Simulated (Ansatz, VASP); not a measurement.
**One calculation of Al, two programs**

INCAR

```
SYSTEM = Al
ALGO = Normal ; EDIFF = 1E-7
ENCUT = 520 ; GGA = PE
ISIF = 2 ; ISMEAR = 0
IVDW = 12 ; LASPH = .TRUE.
LCHARG = .FALSE. ; LREAL = .FALSE.
LWAVE = .FALSE. ; NBANDS = 14
NELM = 100 ; PREC = Accurate
SIGMA = 0.15
```

The input KPOINTS:

```
k-points
0
G
  18 18 6
  0 0 0
```

The input POSCAR:

```
Al
1.0
    2.7585873173      0.0000000000      0.0000000000
   -1.3792936587      2.3890066953      0.0000000000
    0.0000000000      0.0000000000      9.6189181165
Al
4
Direct
    0.0000000000      0.0000000000      0.0000000000
    0.3333333333      0.6666666667      0.2500000000
    0.0000000000      0.0000000000      0.5000000000
    0.6666666667      0.3333333333      0.7500000000
```

Input for Ansatz:

```yaml
crystal:
  lattice:
    - [2.7585873173, 0.0, 0.0]
    - [-1.3792936587, 2.3890066953, 0.0]
    - [0.0, 0.0, 9.6189181165]
  atoms:
    - { symbol: Al, position: [0.0, 0.0, 0.0] }
    - { symbol: Al, position: [0.3333333333, 0.6666666667, 0.25] }
    - { symbol: Al, position: [0.0, 0.0, 0.5] }
    - { symbol: Al, position: [0.6666666667, 0.3333333333, 0.75] }
basis:
  ecutwfc: 420
kpoints:
  mp_grid: { grid: [18, 18, 6] }
hamiltonian:
  xc: pbe
  pseudopotentials: { kind: paw, azcp: { folder: soft_1 } }
  dispersion: d3bj
scf:
  occupations: { method: gaussian, width: 0.15 }
output:
  forces: true
  stress: true
  eigenvalues: true
```

Alike in both runs: task single point; functional PBE; dispersion D3(BJ); k mesh 18 × 18 × 6; occupations gaussian, width 0.15 eV; no spin polarisation.

|  | VASP | Ansatz |
| --- | --- | --- |
| version | VASP 6.6.1 | Ansatz 0.2.0 |
| potentials or method | VASP PAW PBE potentials, release 64 (Al), cutoff 520 eV | scalar-relativistic, plane waves, PAW |
| valence electrons in the cell | 12 | 12 |

```csv
,VASP,Ansatz,Ansatz less VASP
gap on the k mesh at the Fermi level (eV),none,none,-
pressure (GPa),0.5,0.5,0.00
"traceless stress, the component that is largest in VASP (GPa)",-3.30,-3.30,-0.003
```

A gap of «none» marks a metal or a gap that the smearing closes.
